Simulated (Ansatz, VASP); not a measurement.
Two plane-wave programs on Pt

Contents of INCAR:

```
ALGO = Normal ; EDIFF = 1E-6
ENCUT = 520 ; GGA = PE
ISIF = 2 ; ISMEAR = -1
LASPH = True ; LCHARG = False
LREAL = False ; LWAVE = False
NBANDS = 11 ; NELM = 80
PREC = Accurate ; SIGMA = 0.1
```

The input KPOINTS:

```
k-points
0
Gamma
  8 8 8
```

Contents of POSCAR:

```
Pt
1.0
    0.0000000000      1.9857786488      1.9857786488
    1.9857786488      0.0000000000      1.9857786488
    1.9857786488      1.9857786488      0.0000000000
Pt
1
Direct
    0.0000000000      0.0000000000      0.0000000000
```

Input for Ansatz:

```yaml
crystal:
  lattice:
    - [0.0, 1.9857786488, 1.9857786488]
    - [1.9857786488, 0.0, 1.9857786488]
    - [1.9857786488, 1.9857786488, 0.0]
  atoms:
    - { symbol: Pt, position: [0.0, 0.0, 0.0] }
hamiltonian:
  xc: pbe
  pseudopotentials:
    kind: paw
    azcp:
      Pt: "pseudopotentials/Pt.paw.azcp"
basis:
  ecutwfc: 420
  fft_grid_basis: typed
kpoints:
  mp_grid: { grid: [8, 8, 8], shift: [0, 0, 0] }
magnetization:
  spin_polarized: false
scf:
  occupations: { method: fermi_dirac, width: 0.1 }
  lower_state_search: "off"
output:
  stress: true
  write_density: true
  write_potential: true
  elf: true
  volumetric_format: npy
```

Alike in both runs: task single point; functional PBE; k mesh 8 × 8 × 8; occupations fermi-dirac, width 0.1 eV; no spin polarisation.

```csv
,VASP,Ansatz
version,VASP 6.6.1,Ansatz 0.2.0
potentials or method,"VASP PAW PBE potentials, release 64 (Pt), cutoff 520 eV","plane waves (420 eV) with PAW, scalar-relativistic"
valence electrons in the cell,10,18
```

Ansatz gave:

| Item | Value |
| --- | --- |
| pressure (GPa) | -0.3 |

Q: Estimate VASP's values.

A: Pressure (GPa): -0.8.

VASP's potentials hold 10 valence electrons a cell and Ansatz's 18, so a difference there can come from the potentials and not from the codes.

Spin-orbit coupling is off throughout.
